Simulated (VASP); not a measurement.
**CdSe: single point with PBE**

The system is CdSe.

```xyz
4
Lattice="4.2939 0.0000 0.0000 -2.1469 3.7186 0.0000 0.0000 0.0000 7.0075" Properties=species:S:1:pos:R:3 pbc="T T T"
Cd    0.0000    2.4791    0.0321
Cd    2.1469    1.2395    3.5359
Se    0.0000    2.4791    2.6658
Se    2.1469    1.2395    6.1695
```

| Property | Result |
| --- | --- |
| Program | VASP 6.6.1 |
| Task | single point |
| Functional | PBE |
| Potentials or basis | VASP PAW PBE potentials, release 64 (Cd, Se) |
| Cutoff | 520 eV |
| k mesh | 6 × 6 × 4 |
| Occupations | gaussian, width 0.01 eV |
| Spin | no spin polarisation |

* Pressure: 3.5 GPa
* Largest force: 0.010 eV/Å
* Band gap on the k mesh: 0.68 eV

Forces on the atoms (eV/Å):
```
Cd   0.000  0.000  0.010
Cd   0.000  0.000  0.010
Se   0.000  0.000 -0.010
Se   0.000  0.000 -0.010
```

Levels at points of the mesh, in eV from the valence-band top:
```csv
k point,band 16,band 17,band 18,band 19,band 20,band 21
"(0.00, 0.00, 0.00)",-0.05,0.00,0.00,0.68,2.21,5.86
"(0.50, 0.00, 0.00)",-1.88,-1.35,-0.77,3.23,3.33,4.77
"(0.00, 0.00, 0.50)",-0.40,-0.40,-0.40,2.38,2.38,5.86
"(0.50, 0.00, 0.50)",-1.38,-1.36,-1.36,2.94,2.94,4.85
```

It took 46 s on 1 thread of Intel(R) Xeon(R) Platinum 8488C (Sapphire Rapids), with other jobs on the host, peak memory 0.25 GiB.

Caveat: the cell stands under pressure. Expect the measured gap to be larger: semilocal functionals such as PBE lack the derivative discontinuity.
